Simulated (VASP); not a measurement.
# Hf3Br (I4/mmm) in VASP: single point with PBE

Aim: the single point of Hf3Br with PBE.

All numbers are computed with VASP 6.6.1; they aren't measurements. Logs are shortened: lines on timing, memory, paths and dates and some standing lists are left out, and cuts for length are marked.

## Step 1: The cell of the first run

It takes space group I4/mmm (No. 139, tetragonal). The conventional cell has a = 5.361 Å, b = 5.361 Å, c = 6.290 Å, α = 90.00°, β = 90.00°, γ = 90.00°. Within 3.5 Å of Hf (site symmetry mmm) lie 4 Hf at 2.68 to 3.14 Å and 2 Br at 2.68 Å. Within 3.5 Å of Hf (site symmetry 4/mmm) lie 4 Hf at 2.68 Å and 2 Br at 3.14 Å. Br (site symmetry 4/mmm) has 6 Hf at 2.68 to 3.14 Å within 3.5 Å.

## Step 2: Single point, PBE

File INCAR:

```
SYSTEM = Hf3Br
PREC = Accurate
ENCUT = 520
EDIFF = 1E-6
ISMEAR = 0
SIGMA = 0.1
LREAL = .FALSE.
LASPH = .TRUE.
NELM = 100
ALGO = Normal
ISIF = 2
LWAVE = .FALSE.
LCHARG = .FALSE.
GGA = PE
NBANDS = 26
```

File KPOINTS:

```
regular mesh
0
G
  4 4 4
  0 0 0
```

File POSCAR:

```
Hf3Br
1.0
   -2.6802699500      2.6802699500      3.1448322500
    2.6802699500     -2.6802699500      3.1448322500
    2.6802699500      2.6802699500     -3.1448322500
Hf Br
3 1
Direct
    0.5000000000      0.0000000000      0.5000000000
    0.0000000000      0.5000000000      0.5000000000
    0.0000000000      0.0000000000      0.0000000000
    0.5000000000      0.5000000000      0.0000000000
```

Potentials or basis: VASP PAW PBE potentials, release 64 (Hf_pv, Br).

The run is started by

```bash
$ cat potpaw_PBE.64/Hf_pv/POTCAR potpaw_PBE.64/Br/POTCAR > POTCAR
$ mpirun -np 1 vasp_std > vasp.out
```

OUTCAR:

```text
SYSTEM = Hf3Br
   PREC = Accurate
   ENCUT = 520
   EDIFF = 1E-6
   ISMEAR = 0
   LREAL = .FALSE.
   LASPH = .TRUE.
   NELM = 100
   ISIF = 2
   GGA = PE

 ion  position               nearest neighbor table
   1  0.500  0.000  0.500-   3 2.68   4 2.68   4 2.68   3 2.68   2 3.14   2 3.14   2 3.79   2 3.79
                             2 3.79   2 3.79
   2  0.000  0.500  0.500-   3 2.68   4 2.68   3 2.68   4 2.68   1 3.14   1 3.14   1 3.79   1 3.79
                             1 3.79   1 3.79
   3  0.000  0.000  0.000-   1 2.68   2 2.68   2 2.68   1 2.68   4 3.14   4 3.14
   4  0.500  0.500  0.000-   1 2.68   2 2.68   1 2.68   2 2.68   3 3.14   3 3.14

  LATTYP: Found a body centered tetragonal cell.
 ALAT       =     5.3605399000
 C/A-ratio  =     1.1733266830

  Lattice vectors:

 A1 = (  -2.6802699500,   2.6802699500,   3.1448322500)
 A2 = (   2.6802699500,  -2.6802699500,   3.1448322500)
 A3 = (   2.6802699500,   2.6802699500,  -3.1448322500)

Analysis of symmetry for initial positions (statically):
=====================================================================
 Subroutine PRICEL returns:
 Original cell was already a primitive cell.

 Routine SETGRP: Setting up the symmetry group for a
 body centered tetragonal supercell.

 Subroutine GETGRP returns: Found 16 space group operations
 (whereof 16 operations were pure point group operations)
 out of a pool of 16 trial point group operations.

The static configuration has the point symmetry D_4h.

Analysis of symmetry for dynamics (positions and initial velocities):
=====================================================================
 Subroutine PRICEL returns:
 Original cell was already a primitive cell.

 Routine SETGRP: Setting up the symmetry group for a
 body centered tetragonal supercell.

 Subroutine GETGRP returns: Found 16 space group operations
 (whereof 16 operations were pure point group operations)
 out of a pool of 16 trial point group operations.

The dynamic configuration has the point symmetry D_4h.

 Subroutine INISYM returns: Found 16 space group operations
 (whereof 16 operations are pure point group operations),
 and found     1 'primitive' translations

----------------------------------------------------------------------------------------

                                     Primitive cell

[... 79 lines left out ...]
   LASPH  =      T    aspherical Exc in radial PAW
   ENCUT  =  520.0 eV  38.22 Ry    6.18 a.u.   9.16  9.16  9.16*2*pi/ulx,y,z
   NELM   =    100;   NELMIN=  2; NELMDL= -5     # of ELM steps
   EDIFF  = 0.1E-05   stopping-criterion for ELM
   LREAL  =      F    real-space projection
   EDIFFG = 0.1E-04   stopping-criterion for IOM
   NSW    =      0    number of steps for IOM
   IBRION =     -1    ionic relax: 0-MD 1-quasi-New 2-CG
   NFREE  =      0    steps in history (QN), initial steepest desc. (CG)
   ISIF   =      2    stress and relaxation
   ISYM   =      2    0-nonsym 1-usesym 2-fastsym
   POTIM  = 0.5000    time-step for ionic-motion
   TEBEG  =    0.0;   TEEND  =   0.0 temperature during run
   PSTRESS=    0.0 pullay stress
   NELECT =      37.0000    total number of electrons
   NUPDOWN=      -1.0000    fix difference up-down
   EMIN   =  10.00;   EMAX   =-10.00  energy-range for DOS
   EFERMI =   0.00;   METHOD = LEGACY
   ISMEAR =     0;   SIGMA  =   0.10  broadening in eV -4-tet -1-fermi 0-gaus
   EFERMI_NEDOS =   21; number of points for ismear=-14 and -15
   IALGO  =     38    algorithm
   IMIX   =      4    mixing-type and parameters
     AMIX     =   0.40;   BMIX     =  1.00
     AMIX_MAG =   1.60;   BMIX_MAG =  1.00
  volume/ion in A,a.u.               =      22.59       152.46
  Fermi-wavevector in a.u.,A,eV,Ry     =   1.215637  2.297221 20.106325  1.477773
  Thomas-Fermi vector in A             =   2.351017
   LORBIT       =      0    0 simple, 1 ext, 2 COOP (PROOUT), +10 PAW based schemes
   GGA     = PE    functional components
   LHFCALC =     F    Hartree Fock is set to
   AEXX    =    0.0000 exact exchange contribution
   IVDW    =     0    specifies the selected vdW correction
   LEPSILON=     F    determine dielectric tensor
   LRPA    =     F    only Hartree local field effects (RPA)
 non-spin polarized calculation
 Gauss-broadening in eV      SIGMA  =   0.10
  energy-cutoff  :      520.00
  volume of cell :       90.37
 maximum number of plane-waves:      2454
 NGX is ok and might be reduce to    40
   NGX = 19   NGY = 19   NGZ = 19

 number of electron      36.9999997 magnetization

 Free energy of the ion-electron system (eV)
  ---------------------------------------------------
  ext. energy  EPLUGINS =         0.00000000
  ---------------------------------------------------
  free energy    TOTEN  =       -28.21203925 eV

  energy without entropy =      -28.19472412  energy(sigma->0) =      -28.20338168

 E-fermi :   5.1793     XC(G=0): -10.8304

 val. band max:        5.0418704681   @ k =   0.5000   0.5000   0.2500
 cond. band min:       5.1856440939   @ k =  -0.2500   0.5000   0.2500
 fundamental gap:      0.1437736258
 Fermi energy:         5.1792906407

 k-point     1 :       0.0000    0.0000    0.0000
  band No.  band energies     occupation
      1     -26.1982      2.00000
      2     -26.1982      2.00000
      3     -25.8967      2.00000
      4     -25.8967      2.00000
      5     -25.6490      2.00000
      6     -25.3755      2.00000
[... 366 lines left out ...]
     25       7.5521      0.00000
     26       8.3682      0.00000

------------------------ aborting loop because EDIFF is reached ----------------------------------------

  FORCE on cell =-STRESS in cart. coord.  units (eV):
  Direction    XX          YY          ZZ          XY          YZ          ZX
  --------------------------------------------------------------------------------------
  -------------------------------------------------------------------------------------
  Total        7.2430815      7.2430815     -3.6370832      0.0000000      0.0000000      0.0000000
  in kB      128.4160778    128.4160778    -64.4835982      0.0000000      0.0000000      0.0000000
  external PRESSURE =      64.1161858 kB  Pullay stress =       0.0000000 kB

 VOLUME and BASIS-vectors are now :
 -----------------------------------------------------------------------------
  energy-cutoff  :      520.00
  volume of cell :       90.37
      direct lattice vectors                 reciprocal lattice vectors
    -2.680269950  2.680269950  3.144832250     0.000000000  0.186548374  0.158990992
     2.680269950 -2.680269950  3.144832250     0.186548374  0.000000000  0.158990992
     2.680269950  2.680269950 -3.144832250     0.186548374  0.186548374  0.000000000

 POSITION                                       TOTAL-FORCE (eV/Angst)
 -----------------------------------------------------------------------------------
      0.00000      2.68027      0.00000        -0.000000     -0.000000     -0.000000
      2.68027      0.00000      0.00000         0.000000      0.000000      0.000000
      0.00000      0.00000      0.00000         0.000000     -0.000000      0.000000
      0.00000      0.00000      3.14483        -0.000000     -0.000000      0.000000
 -----------------------------------------------------------------------------------
    total drift:                               -0.000000     -0.000000      0.000000

  FREE ENERGIE OF THE ION-ELECTRON SYSTEM (eV)
  ---------------------------------------------------
  free  energy   TOTEN  =       -28.2120392473 eV

  energy  without entropy=      -28.1947241218  energy(sigma->0) =      -28.20338168
```

Run time: 98 s. Hardware: 1 thread of AMD EPYC 7R13, shared host; peak memory 0.21 GiB.

What came out:

```
Free energy : -28.2120 eV
Pressure    : 6.4 GPa
```

Stress tensor (GPa, compression positive):
```
12.84  0.00  0.00
 0.00 12.84  0.00
 0.00  0.00 -6.45
```

Caveat: the k points lie up to 0.41 Å⁻¹ apart; spin-orbit coupling is left out, which moves the levels of the heavy elements; an odd number of electrons without spin polarisation forces a metal; a magnetic or distorted state may lie lower.
